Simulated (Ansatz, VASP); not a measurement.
**Two plane-wave programs on Na**

```
CELL_PARAMETERS angstrom
-2.15309 2.15309 2.15309
2.15309 -2.15309 2.15309
2.15309 2.15309 -2.15309
ATOMIC_POSITIONS crystal
Na 0.00000 0.00000 0.00000
```

Alike in both runs: task single point; functional PBE; k mesh 17 × 17 × 17; occupations fermi-dirac, width 0.1 eV; no spin polarisation.

```csv
,VASP,Ansatz
version,VASP 6.6.1,Ansatz 0.2.0
potentials or method,"VASP PAW PBE potentials, release 64 (Na_pv), cutoff 520 eV","plane waves (420 eV) with PAW, scalar-relativistic"
valence electrons in the cell,7,9
```

```tsv
	VASP	Ansatz	Ansatz less VASP
pressure (GPa)	-0.5	-0.5	+0.01
```

With one functional, cell and mesh, what is left measures potentials, basis and numerics. VASP's potentials hold 7 valence electrons a cell and Ansatz's 9, so a difference there can come from the potentials and not from the codes.
